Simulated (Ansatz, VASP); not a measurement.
C18O in VASP and in Ansatz

```
C O
1.0
    -0.73307    3.69739   -3.37028
    -0.73307   -3.69739   -3.37028
    -5.67096    0.00000    3.40266
C O
18 1
Direct
  0.35872 0.69493 0.11920
  0.37626 0.37330 0.77623
  0.01317 0.01021 0.11301
  0.38682 0.04584 0.44448
  0.08751 0.74010 0.76928
  0.69775 0.35574 0.11919
  0.04878 0.38386 0.44446
  0.74302 0.08460 0.76927
  0.74948 0.74658 0.43143
  0.26031 0.59694 0.88506
  0.26882 0.26586 0.55602
  0.95202 0.94908 0.87873
  0.25782 0.91138 0.22693
  0.97468 0.63326 0.54078
  0.59977 0.25728 0.88506
  0.91425 0.25485 0.22693
  0.63623 0.97183 0.54076
  0.60567 0.60277 0.22237
  0.79808 0.79520 0.01610
```

Alike in both runs: functional PBE; dispersion D3(BJ); k mesh 1 × 1 × 1; occupations gaussian, width 0.01 eV; no spin polarisation.

Ansatz relaxed the structure, and its values are those at the end. VASP's run is a single point on that final structure, the one shown.

```csv
,VASP,Ansatz
version,VASP 6.6.1,Ansatz 0.2.0
potentials or method,"VASP PAW PBE potentials, release 64 (C_h, O_h), cutoff 910 eV","scalar-relativistic, plane waves, PAW"
valence electrons in the cell,78,78
```

```csv
,VASP,Ansatz,Ansatz less VASP
gap on the k mesh at the Fermi level (eV),1.50,1.50,-0.001
least direct gap on the mesh (eV),1.50,1.50,-0.001
rms of the force components (eV/Å),0.011,0.006,-0.0053
```

Noted on VASP's run: the cutoff is short for stress, so the pressure is rough.
